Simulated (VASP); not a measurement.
Input of a VASP 6.6.1 run:

POSCAR

```
KCl
1.0
    3.8447648020      0.0000000000      0.0000000000
    0.0000000000      3.8447648020      0.0000000000
    0.0000000000      0.0000000000      3.8447648020
K Cl
1 1
Direct
    0.0000000000      0.0000000000      0.0000000000
    0.5000000000      0.5000000000      0.5000000000
```

INCAR.step1

```
SYSTEM = KCl
PREC = Accurate
ENCUT = 520
ISMEAR = 0
SIGMA = 0.01
LREAL = .False.
LASPH = .True.
NELM = 60
NBANDS = 15
GGA = PE
ALGO = Normal
EDIFF = 1E-4
LWAVE = .True.
LCHARG = .False.
```

INCAR.step2

```
SYSTEM = KCl
PREC = Accurate
ENCUT = 520
EDIFF = 1E-7
ISMEAR = 0
SIGMA = 0.01
LREAL = .False.
LASPH = .True.
NELM = 60
ALGO = Normal
ISIF = 2
LWAVE = .False.
LCHARG = .True.
METAGGA = R2SCAN
LMIXTAU = .True.
LELF = .True.
LVHAR = .True.
NBANDS = 15
ISTART = 1
```

KPOINTS

```
Automatic mesh
0
Gamma
  6 6 6
  0 0 0
```

Potentials or basis: VASP PAW PBE potentials, release 64 (K_sv, Cl).

The run is started by

```bash
$ cat potpaw_PBE.64/K_sv/POTCAR potpaw_PBE.64/Cl/POTCAR > POTCAR
$ cp INCAR.step1 INCAR
$ mpirun -np 1 vasp_std > vasp.out
$ cp INCAR.step2 INCAR
$ mpirun -np 1 vasp_std > vasp.out
```

(1) Estimate the band gap on the k mesh.

(2) Estimate the pressure.

## Answers

(1) 5.54 eV, indirect (least direct gap 5.74 eV).

(2) -1.2 GPa.

Caveat: the PAW data sets were made with another functional, which shifts forces and pressure a little.
